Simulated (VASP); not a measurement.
Input of a VASP 6.6.1 run:

The input INCAR:

```
ALGO     = Normal         # electronic algorithm
EDIFF    = 1E-6           # SCF threshold, eV
ENCUT    = 500            # plane-wave cutoff, eV
GGA      = PS             # functional
GGA_COMPAT= F            
ISIF     = 2              # what is computed and relaxed
ISMEAR   = 0              # smearing method
LASPH    = T              # aspherical terms in the spheres
LCHARG   = F              # write CHGCAR
LREAL    = F              # projectors in reciprocal space
LWAVE    = F              # write WAVECAR
NBANDS   = 10             # bands
NELM     = 120            # most SCF steps
PREC     = Accurate       # precision mode
SIGMA    = 0.1            # smearing width, eV
```

KPOINTS

```
k-points
0
Gamma
  8 8 8
```

The input POSCAR:

```
B
1.0
    0.0000000000      2.0155618801      2.0155618801
    2.0155618801      0.0000000000      2.0155618801
    2.0155618801      2.0155618801      0.0000000000
B
2
Direct
    0.5000000000      0.5000000000      0.5000000000
    0.7500000000      0.7500000000      0.7500000000
```

Potentials or basis: VASP PAW PBE potentials, release 64 (B).

Command:

```bash
$ cat potpaw_PBE.64/B/POTCAR > POTCAR
$ mpirun -np 1 vasp_std > vasp.out
```

Problem. Estimate the pressure.

Solution. 0.4 GPa.

Problem. Predict the band gap on the k mesh.

Solution. Zero (bands 3 and 4 overlap by 7.35 eV).

Caveat: the PAW data sets were made with another functional, which shifts forces and pressure a little.
